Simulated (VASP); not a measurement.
The system is PtSe2 (Sudovikovite).

```
Pt Se
1.0
     3.72400    0.00000    0.00000
    -1.86200    3.22508    0.00000
     0.00000    0.00000    5.06200
Pt Se
1 2
Direct
  0.00000 0.00000 0.00000
  0.66667 0.33333 0.75000
  0.33333 0.66667 0.25000
```

Base run:

```yaml
Program: VASP 6.6.1
Functional: PBEsol
Dispersion: D4
Potentials_or_basis: VASP PAW PBE potentials, release 64 (Pt, Se)
Cutoff: 520 eV
k_mesh: 8 × 8 × 5
Occupations: fermi-dirac, width 0.05 eV
Spin: no spin polarisation
```

Its results: band gap on the k mesh zero (band 11 reaches 6.81 eV, above the bottom of band 12 at 6.48 eV); pressure 0.1 GPa; largest force 0.362 eV/Å.

Problem. The run is repeated on the same cell with these changes: functional from PBEsol to BLYP; further incar settings from ALGO = Normal; EDIFF = 1e-06; NBANDS = 18 to ALGO = Normal; EDIFF = 1e-07; NBANDS = 18. What comes out?

Solution. Band gap on the k mesh zero (band 11 reaches 7.37 eV, above the bottom of band 12 at 7.12 eV); pressure 7.8 GPa; largest force 1.178 eV/Å.

Caveats: the PAW data sets were made with another functional, which shifts forces and pressure a little; spin-orbit coupling is left out, which moves the levels of the heavy elements; pairwise dispersion overbinds metals, which lowers pressure and volume.
